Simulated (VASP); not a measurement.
# Mg3Sb2 (P-3m1) in VASP: settings compared, part 3 of 3

VASP 6.6.1.

### 6 Relaxation of cell and atoms, r2SCAN

The input, POSCAR:

```
Mg3Sb2
1.0
    4.5981739697      0.0000000000      0.0000000000
   -2.2990869848      3.9821354688      0.0000000000
    0.0000000000      0.0000000000      7.2632888453
Mg Sb
3 2
Direct
    0.3333333333      0.6666666667      0.6325117462
    0.6666666667      0.3333333333      0.3674882538
    0.0000000000      0.0000000000      0.0000000000
    0.3333333333      0.6666666667      0.2257132228
    0.6666666667      0.3333333333      0.7742867772
```

The input, INCAR.step1:

```
PREC = Accurate
ENCUT = 660
ISMEAR = -1
SIGMA = 0.02
LREAL = False
LASPH = True
NELM = 120
GGA = PE
ALGO = Normal
EDIFF = 1E-5
LWAVE = True
LCHARG = False
GGA_COMPAT = False
IBRION = 2
ISIF = 3
EDIFFG = -0.005
NELMIN = 4
NSW = 100
```

The input, INCAR.step2:

```
PREC = Accurate
ENCUT = 660
EDIFF = 1E-7
ISMEAR = -1
SIGMA = 0.02
LREAL = False
LASPH = True
NELM = 120
ALGO = Normal
ISIF = 3
LWAVE = False
LCHARG = False
METAGGA = R2SCAN
LMIXTAU = True
IBRION = 2
NSW = 80
EDIFFG = -0.005
ISTART = 1
GGA_COMPAT = False
NELMIN = 4
```

The input, KPOINTS:

```
Automatic mesh
0
Gamma
  6 6 4
```

Potentials or basis: VASP PAW PBE potentials, release 64 (Mg, Sb).

On the command line:

```sh
$ cat potpaw_PBE.64/Mg/POTCAR potpaw_PBE.64/Sb/POTCAR > POTCAR
$ cp INCAR.step1 INCAR
$ mpirun -np 1 vasp_std > vasp.out
$ cp INCAR.step2 INCAR
$ mpirun -np 1 vasp_std > vasp.out
```

OUTCAR:

```text
PREC = Accurate
   ENCUT = 660
   EDIFF = 1E-7
   ISMEAR = -1
   LREAL = False
   LASPH = True
   NELM = 120
   ISIF = 3
   METAGGA = R2SCAN
   IBRION = 2
   NSW = 80
   EDIFFG = -0.005
   ISTART = 1
   NELMIN = 4

 ion  position               nearest neighbor table
   1  0.333  0.667  0.633-   5 2.85   5 2.85   5 2.85   4 2.95   2 3.28   2 3.28   2 3.28
   2  0.667  0.333  0.367-   4 2.85   4 2.85   4 2.85   5 2.95   1 3.28   1 3.28   1 3.28
   3  0.000  0.000  0.000-   4 3.12   5 3.12   4 3.12   5 3.12   5 3.12   4 3.12
   4  0.333  0.667  0.226-   2 2.85   2 2.85   2 2.85   1 2.95   3 3.12   3 3.12   3 3.12
   5  0.667  0.333  0.774-   1 2.85   1 2.85   1 2.85   2 2.95   3 3.12   3 3.12   3 3.12

  LATTYP: Found a hexagonal cell.
 ALAT       =     4.5981739697
 C/A-ratio  =     1.5796028800

  Lattice vectors:

 A1 = (   4.5981739697,   0.0000000000,   0.0000000000)
 A2 = (  -2.2990869848,   3.9821354688,   0.0000000000)
 A3 = (   0.0000000000,   0.0000000000,   7.2632888453)

Analysis of symmetry for initial positions (statically):
=====================================================================
 Subroutine PRICEL returns:
 Original cell was already a primitive cell.

 Routine SETGRP: Setting up the symmetry group for a
 hexagonal supercell.

 Subroutine GETGRP returns: Found 12 space group operations
 (whereof 12 operations were pure point group operations)
 out of a pool of 24 trial point group operations.

The static configuration has the point symmetry D_3d.

Analysis of symmetry for dynamics (positions and initial velocities):
=====================================================================
 Subroutine PRICEL returns:
 Original cell was already a primitive cell.

 Routine SETGRP: Setting up the symmetry group for a
 hexagonal supercell.

 Subroutine GETGRP returns: Found 12 space group operations
 (whereof 12 operations were pure point group operations)
 out of a pool of 24 trial point group operations.

The dynamic configuration has the point symmetry D_3d.

 Subroutine INISYM returns: Found 12 space group operations
 (whereof 12 operations are pure point group operations),
 and found     1 'primitive' translations

----------------------------------------------------------------------------------------

                                     Primitive cell

  volume of cell :     132.9948

  direct lattice vectors                    reciprocal lattice vectors
     4.598173970  0.000000000  0.000000000     0.217477635  0.125560771  0.000000000
    -2.299086985  3.982135469  0.000000000     0.000000000  0.251121542  0.000000000
     0.000000000  0.000000000  7.263288845     0.000000000  0.000000000  0.137678677

  length of vectors
     4.598173970  4.598173970  7.263288845     0.251121542  0.251121542  0.137678677

  position of ions in fractional coordinates (direct lattice)
     0.333333333  0.666666667  0.632511746
     0.666666667  0.333333333  0.367488254
     0.000000000  0.000000000  0.000000000
     0.333333333  0.666666667  0.225713223
     0.666666667  0.333333333  0.774286777

  ion indices of the primitive-cell ions
   primitive index   ion index
                 1           1
                 2           2
[... 35 lines left out ...]
  0.500000  0.000000  0.000000      3.000000
  0.166667  0.166667  0.000000      6.000000
  0.333333  0.166667  0.000000     12.000000
[... 16 lines left out ...]
  0.333333  0.166667  0.500000     12.000000
  0.333333  0.333333  0.500000      2.000000
   k-points           NKPTS =     24   k-points in BZ     NKDIM =     24   number of bands    NBANDS=     12
   number of dos      NEDOS =    301   number of ions     NIONS =      5
   total plane-waves  NPLWV = 102400
   dimension x,y,z NGX =    40 NGY =   40 NGZ =   64
   dimension x,y,z NGXF=    80 NGYF=   80 NGZF=  128
   ions per type =               3   2
   NGX,Y,Z   is equivalent  to a cutoff of  14.46, 14.46, 14.65 a.u.
   NGXF,Y,Z  is equivalent  to a cutoff of  28.92, 28.92, 29.30 a.u.
 SYSTEM =  unknown system
   PREC   = accura    normal or accurate (medium, high low for compatibility)
   ISTART =      1    job   : 0-new  1-cont  2-samecut
   ICHARG =      0    charge: 1-file 2-atom 10-const
   ISPIN  =      1    spin polarized calculation?
   LNONCOLLINEAR =      F non collinear calculations
   LSORBIT =      F    spin-orbit coupling
   LASPH  =      T    aspherical Exc in radial PAW
   ENCUT  =  660.0 eV  48.51 Ry    6.96 a.u.   9.63  9.63 15.21*2*pi/ulx,y,z
   NELM   =    120;   NELMIN=  4; NELMDL=  0     # of ELM steps
   EDIFF  = 0.1E-06   stopping-criterion for ELM
   LREAL  =      F    real-space projection
   EDIFFG = -.5E-02   stopping-criterion for IOM
   NSW    =     80    number of steps for IOM
   IBRION =      2    ionic relax: 0-MD 1-quasi-New 2-CG
   NFREE  =      1    steps in history (QN), initial steepest desc. (CG)
   ISIF   =      3    stress and relaxation
   ISYM   =      2    0-nonsym 1-usesym 2-fastsym
   POTIM  = 0.5000    time-step for ionic-motion
   TEBEG  =    0.0;   TEEND  =   0.0 temperature during run
   PSTRESS=    0.0 pullay stress
   NELECT =      16.0000    total number of electrons
   NUPDOWN=      -1.0000    fix difference up-down
   EMIN   =  10.00;   EMAX   =-10.00  energy-range for DOS
   EFERMI =   0.00;   METHOD = LEGACY
   ISMEAR =    -1;   SIGMA  =   0.02  broadening in eV -4-tet -1-fermi 0-gaus
   EFERMI_NEDOS =   21; number of points for ismear=-14 and -15
   IALGO  =     38    algorithm
   IMIX   =      4    mixing-type and parameters
     AMIX     =   0.40;   BMIX     =  1.00
     AMIX_MAG =   1.60;   BMIX_MAG =  1.00
  volume/ion in A,a.u.               =      26.60       179.50
  Fermi-wavevector in a.u.,A,eV,Ry     =   0.808171  1.527222  8.886513  0.653140
  Thomas-Fermi vector in A             =   1.916927
   LORBIT       =      0    0 simple, 1 ext, 2 COOP (PROOUT), +10 PAW based schemes
   METAGGA = R2SCAN    functional components
   LHFCALC =     F    Hartree Fock is set to
   AEXX    =    0.0000 exact exchange contribution
   IVDW    =     0    specifies the selected vdW correction
   LEPSILON=     F    determine dielectric tensor
   LRPA    =     F    only Hartree local field effects (RPA)
 conjugate gradient relaxation of ions
 non-spin polarized calculation
  energy-cutoff  :      660.00
  volume of cell :      132.99
 maximum number of plane-waves:      5160
 NGX is ok and might be reduce to    40
   NGX = 19   NGY = 19   NGZ = 31

--------------------------------------- Ionic step        1  -------------------------------------------

 number of electron      16.0000000 magnetization

 Free energy of the ion-electron system (eV)
  ---------------------------------------------------
  ext. energy  EPLUGINS =         0.00000000
  ---------------------------------------------------
  free energy    TOTEN  =       -66.24361680 eV

  energy without entropy =      -66.24361679  energy(sigma->0) =      -66.24361679

------------------------ aborting loop because EDIFF is reached ----------------------------------------

  FORCE on cell =-STRESS in cart. coord.  units (eV):
  Direction    XX          YY          ZZ          XY          YZ          ZX
  --------------------------------------------------------------------------------------
  -------------------------------------------------------------------------------------
  Total       -0.8056315     -0.8056315     -0.5891971     -0.0000000      0.0000000     -0.0000000
  in kB       -9.7053743     -9.7053743     -7.0980076     -0.0000000      0.0000000     -0.0000000
  external PRESSURE =      -8.8362520 kB  Pullay stress =       0.0000000 kB
[... 98 lines left out ...]
  FREE ENERGIE OF THE ION-ELECTRON SYSTEM (eV)
  ---------------------------------------------------
  free  energy   TOTEN  =       -66.2521154637 eV

  energy  without entropy=      -66.2521154502  energy(sigma->0) =      -66.25211546

[... ionic steps 4 to 7 ...]

--------------------------------------- Ionic step        8  -------------------------------------------

 number of electron      16.0000000 magnetization

------------------------ aborting loop because EDIFF is reached ----------------------------------------
[... 73 lines left out ...]
--------------------------------------- Ionic step       10  -------------------------------------------

 number of electron      16.0000000 magnetization

 Free energy of the ion-electron system (eV)
  ---------------------------------------------------
  ext. energy  EPLUGINS =         0.00000000
  ---------------------------------------------------
  free energy    TOTEN  =       -66.25325831 eV

  energy without entropy =      -66.25325830  energy(sigma->0) =      -66.25325830

 E-fermi :   4.6363     XC(G=0):  -9.1801

 val. band max:        4.3623068421   @ k =   0.0000   0.0000   0.0000
 cond. band min:       4.9242446396   @ k =   0.3333   0.3333   0.0000
 fundamental gap:      0.5619377975
 Fermi energy:         4.6363347727

 k-point     1 :       0.0000    0.0000    0.0000
  band No.  band energies     occupation
      1      -6.3327      2.00000
      2      -5.0210      2.00000
      3      -0.6837      2.00000
      4       3.2065      2.00000
      5       3.2065      2.00000
      6       3.9454      2.00000
      7       3.9454      2.00000
      8       4.3623      2.00000
      9       6.1324      0.00000
     10       6.1486      0.00000
     11       7.7783      0.00000
     12       7.7783      0.00000
[... 375 lines left out ...]
  FREE ENERGIE OF THE ION-ELECTRON SYSTEM (eV)
  ---------------------------------------------------
  free  energy   TOTEN  =       -66.2532583087 eV

  energy  without entropy=      -66.2532582993  energy(sigma->0) =      -66.25325830

 reached required accuracy - stopping structural energy minimisation
```

Run time: 35 min. Hardware: 1 thread of Intel Xeon 8259CL, shared host; peak memory 0.39 GiB.

Results:

- Free energy: -66.2533 eV
- Relaxed volume: 26.17 Å³/atom
- Relaxed cell: a = 4.568 Å, b = 4.568 Å, c = 7.241 Å, α = 90.00°, β = 90.00°, γ = 120.00°
- Space group after relaxing (to 0.1 Å): P-3m1 (No. 164)
- Energy gained by relaxing: 1.9 meV/atom
- Ionic steps: 10
- Pressure after relaxing: 0.0 GPa
- Largest force after relaxing: 0.004 eV/Å
- Band gap on the k mesh: 0.56 eV (least direct gap 1.74 eV)

Forces in eV/Å, atoms in the order of the input:
```
Mg   0.000  0.000  0.004
Mg   0.000  0.000 -0.004
Mg   0.000  0.000  0.000
Sb   0.000  0.000 -0.002
Sb   0.000  0.000  0.002
```

The path:
| step | energy change (eV) | largest force (eV/Å) | pressure (GPa) | volume (Å³) |
| --- | --- | --- | --- | --- |
| 1 | 0.0000 | 0.1580 | -0.88 | 132.99 |
| 2 | -0.0084 | 0.0627 | 0.18 | 130.19 |
| 3 | -0.0085 | 0.0704 | 0.08 | 130.45 |
| 4 | -0.0091 | 0.0499 | 0.06 | 130.56 |
| 5 | -0.0095 | 0.0207 | 0.03 | 130.73 |
| 6 | -0.0093 | 0.0360 | -0.03 | 131.06 |
| 7 | -0.0096 | 0.0077 | 0.01 | 130.84 |
| 8 | -0.0096 | 0.0075 | -0.01 | 130.89 |
| 9 | -0.0096 | 0.0074 | -0.02 | 130.91 |
| 10 | -0.0096 | 0.0044 | 0.01 | 130.85 |

Final structure:
```
Mg Sb
1.0
     4.56814    0.00000    0.00000
    -2.28407    3.95612    0.00000
     0.00000    0.00000    7.24052
Mg Sb
3 2
Direct
  0.33333 0.66667 0.63331
  0.66667 0.33333 0.36669
  0.00000 0.00000 0.00000
  0.33333 0.66667 0.22840
  0.66667 0.33333 0.77160
```

Caveat: semilocal functionals underestimate gaps, and a narrow one can read as zero; the PAW data sets were made with another functional, which shifts forces and pressure a little; spin-orbit coupling is left out, which moves the levels of the heavy elements. A k mesh can miss the band edges.

### 7 The runs side by side

| task | level | potentials or basis | cell | cutoff (eV) | gap on the mesh (eV) | pressure (GPa) | relaxed volume (Å³/atom) | largest force (eV/Å) |
| --- | --- | --- | --- | --- | --- | --- | --- | --- |
| single point | PBE | VASP PAW PBE potentials, release 64 (Mg, Sb) | a = 4.598, b = 4.598, c = 7.263 Å, angles 90.0, 90.0, 120.0°, 5 atoms, atomic positions A | 600 | 0.25 | 0.0 | - | 0.01 |
| single point | r2SCAN | VASP PAW PBE potentials, release 64 (Mg, Sb) | a = 4.570, b = 4.570, c = 7.240 Å, angles 90.0, 90.0, 120.0°, 5 atoms, atomic positions B | 660 | 0.56 | 0.0 | - | 0.02 |
| relaxation of cell and atoms | PBEsol | VASP PAW PBE potentials, release 64 (Mg, Sb) | relaxed from a = 4.598, b = 4.598, c = 7.263 Å, angles 90.0, 90.0, 120.0°, 5 atoms, atomic positions A | 600 | 0.17 | 0.0 | 25.81 | - |
| relaxation of cell and atoms | LDA | VASP PAW LDA potentials, release 64 (Mg, Sb) | relaxed from a = 4.598, b = 4.598, c = 7.263 Å, angles 90.0, 90.0, 120.0°, 5 atoms, atomic positions A | 600 | 0.14 | 0.0 | 24.93 | - |
| relaxation of cell and atoms | r2SCAN | VASP PAW PBE potentials, release 64 (Mg, Sb) | relaxed from a = 4.598, b = 4.598, c = 7.263 Å, angles 90.0, 90.0, 120.0°, 5 atoms, atomic positions A | 660 | 0.56 | 0.0 | 26.17 | - |

Alike in all rows: no spin polarisation; k mesh 6 × 6 × 4; smearing fermi-dirac 0.02 eV.

Caveats: semilocal functionals underestimate gaps, and a narrow one can read as zero; spin-orbit coupling is left out, which moves the levels of the heavy elements; the PAW data sets were made with another functional, which shifts forces and pressure a little (at least some runs).

Total energies depend on the potentials used, so only differences within one code and one set of settings carry meaning.
